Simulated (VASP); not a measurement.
# Sr (Fm-3m) in VASP: notebook

Sr is run at these levels: PBE; tasks: single point, relaxation of cell and atoms.

Everything below comes from runs of VASP 6.6.1. Logs are shortened: lines on timing, memory, paths and dates and some standing lists are left out, and cuts for length are marked.

### Step 1. The cell of the first run

It takes space group Fm-3m (No. 225, cubic). Conventional cell: a = 6.030 Å, b = 6.030 Å, c = 6.030 Å, α = 90.00°, β = 90.00°, γ = 90.00°. Sr (site symmetry m-3m) has 12 Sr at 4.26 Å within 5.6 Å.

### Step 2. Single point, PBE

Input file INCAR:

```
SYSTEM = Sr
ALGO     = Normal         ! electronic algorithm
EDIFF    = 1E-6           ! SCF threshold, eV
ENCUT    = 520            ! plane-wave cutoff, eV
GGA      = PE             ! functional
ISIF     = 2              ! what is computed and relaxed
ISMEAR   = -1             ! smearing method
LASPH    = .TRUE.         ! aspherical terms in the spheres
LCHARG   = .FALSE.        ! write CHGCAR
LREAL    = .FALSE.        ! projectors in reciprocal space
LWAVE    = .FALSE.        ! write WAVECAR
NBANDS   = 11             ! bands
NELM     = 60             ! most SCF steps
PREC     = Accurate       ! precision mode
SIGMA    = 0.02           ! smearing width, eV
```

Input file KPOINTS:

```
k-points
0
G
  6 6 6
  0 0 0
```

Input file POSCAR:

```
Sr
1.0
    0.0000000000      3.0148051739      3.0148051739
    3.0148051739      0.0000000000      3.0148051739
    3.0148051739      3.0148051739      0.0000000000
Sr
1
Direct
    0.0000000000      0.0000000000      0.0000000000
```

Potentials or basis: VASP PAW PBE potentials, release 64 (Sr_sv).

Run with:

```
$ cat potpaw_PBE.64/Sr_sv/POTCAR > POTCAR
$ mpirun -np 1 vasp_std > vasp.out
```

OUTCAR:

```text
SYSTEM = Sr
   EDIFF = 1E-6
   ENCUT = 520
   GGA = PE
   ISIF = 2
   ISMEAR = -1
   LASPH = .TRUE.
   LREAL = .FALSE.
   NELM = 60
   PREC = Accurate

 ion  position               nearest neighbor table
   1  0.000  0.000  0.000-

  LATTYP: Found a face centered cubic cell.
 ALAT       =     6.0296103478

  Lattice vectors:

 A1 = (   0.0000000000,   3.0148051739,   3.0148051739)
 A2 = (   3.0148051739,   0.0000000000,   3.0148051739)
 A3 = (   3.0148051739,   3.0148051739,   0.0000000000)

Analysis of symmetry for initial positions (statically):
=====================================================================
 Subroutine PRICEL returns:
 Original cell was already a primitive cell.

 Routine SETGRP: Setting up the symmetry group for a
 face centered cubic supercell.

 Subroutine GETGRP returns: Found 48 space group operations
 (whereof 48 operations were pure point group operations)
 out of a pool of 48 trial point group operations.

The static configuration has the point symmetry O_h .

Analysis of symmetry for dynamics (positions and initial velocities):
=====================================================================
 Subroutine PRICEL returns:
 Original cell was already a primitive cell.

 Routine SETGRP: Setting up the symmetry group for a
 face centered cubic supercell.

 Subroutine GETGRP returns: Found 48 space group operations
 (whereof 48 operations were pure point group operations)
 out of a pool of 48 trial point group operations.

The dynamic configuration has the point symmetry O_h .

 Subroutine INISYM returns: Found 48 space group operations
 (whereof 48 operations are pure point group operations),
 and found     1 'primitive' translations

----------------------------------------------------------------------------------------

                                     Primitive cell

  volume of cell :      54.8034

  direct lattice vectors                    reciprocal lattice vectors
     0.000000000  3.014805174  3.014805174    -0.165848196  0.165848196  0.165848196
     3.014805174  0.000000000  3.014805174     0.165848196 -0.165848196  0.165848196
     3.014805174  3.014805174  0.000000000     0.165848196  0.165848196 -0.165848196

  length of vectors
     4.263578365  4.263578365  4.263578365     0.287257502  0.287257502  0.287257502

  position of ions in fractional coordinates (direct lattice)
     0.000000000  0.000000000  0.000000000

  ion indices of the primitive-cell ions
   primitive index   ion index
                 1           1

----------------------------------------------------------------------------------------

 KPOINTS: k-points

Automatic generation of k-mesh.
 Grid dimensions read from file:
 generate k-points for:    6    6    6

 Generating k-lattice:

  Cartesian coordinates                     Fractional coordinates (reciprocal lattice)
    -0.027641366  0.027641366  0.027641366     0.166666667  0.000000000  0.000000000
     0.027641366 -0.027641366  0.027641366     0.000000000  0.166666667  0.000000000
     0.027641366  0.027641366 -0.027641366     0.000000000  0.000000000  0.166666667

  Length of vectors
     0.047876250  0.047876250  0.047876250

  Shift w.r.t. Gamma in fractional coordinates (k-lattice)
     0.000000000  0.000000000  0.000000000

 Subroutine IBZKPT returns following result:
 ===========================================

 Found     16 irreducible k-points:

 Following reciprocal coordinates:
            Coordinates               Weight
  0.000000  0.000000  0.000000      1.000000
  0.166667  0.000000  0.000000      8.000000
  0.333333  0.000000  0.000000      8.000000
  0.500000  0.000000  0.000000      4.000000
  0.166667  0.166667  0.000000      6.000000
  0.333333  0.166667  0.000000     24.000000
[... 8 lines left out ...]
 -0.333333  0.333333  0.166667     24.000000
 -0.333333  0.500000  0.166667     12.000000
   k-points           NKPTS =     16   k-points in BZ     NKDIM =     16   number of bands    NBANDS=     11
   number of dos      NEDOS =    301   number of ions     NIONS =      1
   total plane-waves  NPLWV =  32768
   dimension x,y,z NGX =    32 NGY =   32 NGZ =   32
   dimension x,y,z NGXF=    64 NGYF=   64 NGZF=   64
   ions per type =               1
   NGX,Y,Z   is equivalent  to a cutoff of  12.48, 12.48, 12.48 a.u.
   NGXF,Y,Z  is equivalent  to a cutoff of  24.95, 24.95, 24.95 a.u.
 SYSTEM =  Sr
   PREC   = accura    normal or accurate (medium, high low for compatibility)
   ISTART =      0    job   : 0-new  1-cont  2-samecut
   ICHARG =      2    charge: 1-file 2-atom 10-const
   ISPIN  =      1    spin polarized calculation?
   LNONCOLLINEAR =      F non collinear calculations
   LSORBIT =      F    spin-orbit coupling
   LASPH  =      T    aspherical Exc in radial PAW
   ENCUT  =  520.0 eV  38.22 Ry    6.18 a.u.   7.93  7.93  7.93*2*pi/ulx,y,z
   NELM   =     60;   NELMIN=  2; NELMDL= -5     # of ELM steps
   EDIFF  = 0.1E-05   stopping-criterion for ELM
   LREAL  =      F    real-space projection
   EDIFFG = 0.1E-04   stopping-criterion for IOM
   NSW    =      0    number of steps for IOM
   IBRION =     -1    ionic relax: 0-MD 1-quasi-New 2-CG
   NFREE  =      0    steps in history (QN), initial steepest desc. (CG)
   ISIF   =      2    stress and relaxation
   ISYM   =      2    0-nonsym 1-usesym 2-fastsym
   POTIM  = 0.5000    time-step for ionic-motion
   TEBEG  =    0.0;   TEEND  =   0.0 temperature during run
   PSTRESS=    0.0 pullay stress
   NELECT =      10.0000    total number of electrons
   NUPDOWN=      -1.0000    fix difference up-down
   EMIN   =  10.00;   EMAX   =-10.00  energy-range for DOS
   EFERMI =   0.00;   METHOD = LEGACY
   ISMEAR =    -1;   SIGMA  =   0.02  broadening in eV -4-tet -1-fermi 0-gaus
   EFERMI_NEDOS =   21; number of points for ismear=-14 and -15
   IALGO  =     38    algorithm
   IMIX   =      4    mixing-type and parameters
     AMIX     =   0.40;   BMIX     =  1.00
     AMIX_MAG =   1.60;   BMIX_MAG =  1.00
  volume/ion in A,a.u.               =      54.80       369.83
  Fermi-wavevector in a.u.,A,eV,Ry     =   0.928551  1.754706 11.731028  0.862206
  Thomas-Fermi vector in A             =   2.054739
   LORBIT       =      0    0 simple, 1 ext, 2 COOP (PROOUT), +10 PAW based schemes
   GGA     = PE    functional components
   LHFCALC =     F    Hartree Fock is set to
   AEXX    =    0.0000 exact exchange contribution
   IVDW    =     0    specifies the selected vdW correction
   LEPSILON=     F    determine dielectric tensor
   LRPA    =     F    only Hartree local field effects (RPA)
 non-spin polarized calculation
  energy-cutoff  :      520.00
  volume of cell :       54.80
 maximum number of plane-waves:      1492
   NGX = 15   NGY = 15   NGZ = 15

 number of electron      10.0000000 magnetization

 Free energy of the ion-electron system (eV)
  ---------------------------------------------------
  ext. energy  EPLUGINS =         0.00000000
  ---------------------------------------------------
  free energy    TOTEN  =        -1.61241161 eV

  energy without entropy =       -1.60663887  energy(sigma->0) =       -1.60952524

 E-fermi :   1.6029     XC(G=0):  -7.3587

 val. band max:        1.5888866383   @ k =  -0.3333   0.3333   0.1667
 cond. band min:       1.6174844128   @ k =  -0.3333   0.3333   0.1667
 fundamental gap:      0.0285977745
 Fermi energy:         1.6028543015

 k-point     1 :       0.0000    0.0000    0.0000
  band No.  band energies     occupation
      1     -35.0005      2.00000
      2     -16.8888      2.00000
      3     -16.8888      2.00000
      4     -16.8888      2.00000
      5      -2.0544      2.00000
      6       3.9494      0.00000
      7       3.9494      0.00000
      8       3.9494      0.00000
      9       5.4239      0.00000
     10       5.4239      0.00000
     11       8.7091      0.00000

 k-point     2 :       0.1667    0.0000    0.0000
  band No.  band energies     occupation
      1     -34.9970      2.00000
      2     -16.9395      2.00000
      3     -16.8956      2.00000
      4     -16.8956      2.00000
      5      -1.6162      2.00000
      6       3.3562      0.00000
      7       4.1060      0.00000
      8       4.1060      0.00000
      9       5.2504      0.00000
     10       5.2504      0.00000
     11       9.1449      0.00000

 k-point     3 :       0.3333    0.0000    0.0000
  band No.  band energies     occupation
      1     -34.9899      2.00000
      2     -17.0385      2.00000
      3     -16.9092      2.00000
      4     -16.9092      2.00000
      5      -0.4854      2.00000
      6       2.3737      0.00000
      7       3.9672      0.00000
      8       3.9672      0.00000
      9       5.7717      0.00000
     10       5.7717      0.00000
     11       7.7978      0.00000

 k-point     4 :       0.5000    0.0000    0.0000
  band No.  band energies     occupation
      1     -34.9863      2.00000
      2     -17.0870      2.00000
      3     -16.9160      2.00000
      4     -16.9160      2.00000
      5       0.4774      2.00000
      6       1.6648      0.08639
      7       3.7903      0.00000
      8       3.7903      0.00000
      9       6.4693      0.00000
     10       6.4693      0.00000
     11       7.2361      0.00000
[... 127 lines left out ...]
 k-point    14 :       0.5000    0.3333    0.1667
  band No.  band energies     occupation
      1     -34.9852      2.00000
      2     -17.0366      2.00000
      3     -16.9693      2.00000
      4     -16.9331      2.00000
      5       0.4362      2.00000
      6       2.3090      0.00000
      7       2.7568      0.00000
      8       4.6160      0.00000
      9       5.4108      0.00000
     10       6.7285      0.00000
     11       7.5166      0.00000

 k-point    15 :      -0.3333    0.3333    0.1667
  band No.  band energies     occupation
      1     -34.9828      2.00000
      2     -17.0426      2.00000
      3     -16.9932      2.00000
      4     -16.9443      2.00000
      5       1.5889      1.33566
      6       1.6175      0.64973
      7       2.5904      0.00000
      8       4.3098      0.00000
      9       5.8481      0.00000
     10       6.8606      0.00000
     11       6.9114      0.00000

 k-point    16 :      -0.3333    0.5000    0.1667
  band No.  band energies     occupation
      1     -34.9817      2.00000
      2     -17.0470      2.00000
      3     -16.9899      2.00000
      4     -16.9625      2.00000
      5       1.4229      1.99975
      6       2.0741      0.00000
      7       2.4241      0.00000
      8       4.3712      0.00000
      9       6.7775      0.00000
     10       6.9724      0.00000
     11       7.0390      0.00000

------------------------ aborting loop because EDIFF is reached ----------------------------------------

  FORCE on cell =-STRESS in cart. coord.  units (eV):
  Direction    XX          YY          ZZ          XY          YZ          ZX
  --------------------------------------------------------------------------------------
  -------------------------------------------------------------------------------------
  Total        0.0079351      0.0079351      0.0079351      0.0000000     -0.0000000      0.0000000
  in kB        0.2319811      0.2319811      0.2319811      0.0000000     -0.0000000      0.0000000
  external PRESSURE =       0.2319811 kB  Pullay stress =       0.0000000 kB

 VOLUME and BASIS-vectors are now :
 -----------------------------------------------------------------------------
  energy-cutoff  :      520.00
  volume of cell :       54.80
      direct lattice vectors                 reciprocal lattice vectors
     0.000000000  3.014805174  3.014805174    -0.165848196  0.165848196  0.165848196
     3.014805174  0.000000000  3.014805174     0.165848196 -0.165848196  0.165848196
     3.014805174  3.014805174  0.000000000     0.165848196  0.165848196 -0.165848196

 POSITION                                       TOTAL-FORCE (eV/Angst)
 -----------------------------------------------------------------------------------
      0.00000      0.00000      0.00000         0.000000     -0.000000     -0.000000
 -----------------------------------------------------------------------------------
    total drift:                                0.000000      0.000000      0.000000

  FREE ENERGIE OF THE ION-ELECTRON SYSTEM (eV)
  ---------------------------------------------------
  free  energy   TOTEN  =        -1.6124116090 eV

  energy  without entropy=       -1.6066388734  energy(sigma->0) =       -1.60952524
```

Wall time 12 s (1 thread of Intel Xeon 8259CL, shared host); peak memory 0.17 GiB.

Results:

* Free energy: -1.6124 eV
* Pressure: 0.0 GPa

[end of part 1 of 2]
